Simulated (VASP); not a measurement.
Here is a VASP 6.6.1 calculation.

The input INCAR:

```
SYSTEM = Cd
ALGO     = Normal         ! electronic algorithm
EDIFF    = 1E-8           ! SCF threshold, eV
ENCUT    = 520            ! plane-wave cutoff, eV
GGA      = PS             ! functional
ISIF     = 2              ! what is computed and relaxed
ISMEAR   = -1             ! smearing method
LASPH    = .TRUE.         ! aspherical terms in the spheres
LCHARG   = .FALSE.        ! write CHGCAR
LEFG     = .TRUE.       
LREAL    = .FALSE.        ! projectors in reciprocal space
LWAVE    = .FALSE.        ! write WAVECAR
NBANDS   = 19             ! bands
NELM     = 60             ! most SCF steps
PREC     = Accurate       ! precision mode
SIGMA    = 0.05           ! smearing width, eV
```

The input KPOINTS:

```
k-points
0
G
  14 14 7
  0 0 0
```

POSCAR

```
Cd
1.0
    2.9386125390      0.0000000000      0.0000000000
   -1.4693062694      2.5449131106      0.0000000000
    0.0000000000      0.0000000000      5.5417265038
Cd
2
Direct
    0.3333333333      0.6666666667      0.2500000000
    0.6666666667      0.3333333333      0.7500000000
```

Potentials or basis: VASP PAW PBE potentials, release 64 (Cd).

Launch:

```console
$ cat potpaw_PBE.64/Cd/POTCAR > POTCAR
$ mpirun -np 1 vasp_std > vasp.out
```

(1) What does it give for the pressure?

(2) Estimate the band gap on the k mesh.

Answers

(1) 1.4 GPa.

(2) zero (bands 12 and 13 overlap by 4.34 eV).

Caveat: without QUAD_EFG the Cq values of the log hold for a quadrupole moment of 1 mb, not for the nuclei; the PAW data sets were made with another functional, which shifts forces and pressure a little.
